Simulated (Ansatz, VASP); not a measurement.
**One calculation of Fe, two programs**

```
Fe
1.0
     2.25707    0.00000    0.00000
     0.00000    2.25707    0.00000
     0.00000    0.00000    2.25707
Fe
1
Direct
  0.00000 0.00000 0.00000
```

Alike in both runs: task single point; functional RPBE; k mesh 15 × 15 × 15; occupations fermi-dirac, width 0.1 eV; no spin polarisation.

|  | VASP | Ansatz |
| --- | --- | --- |
| version | VASP 6.6.1 | Ansatz 0.2.0 |
| potentials or method | VASP PAW PBE potentials, release 64 (Fe_sv), cutoff 600 eV | plane waves (420 eV) with PAW, scalar-relativistic |
| valence electrons in the cell | 16 | 16 |

```csv
,VASP,Ansatz,Ansatz less VASP
pressure (GPa),4.8,8.5,+3.67
```

VASP's potentials were made for PBE, not for RPBE. With one functional, cell and mesh, what is left measures potentials, basis and numerics.
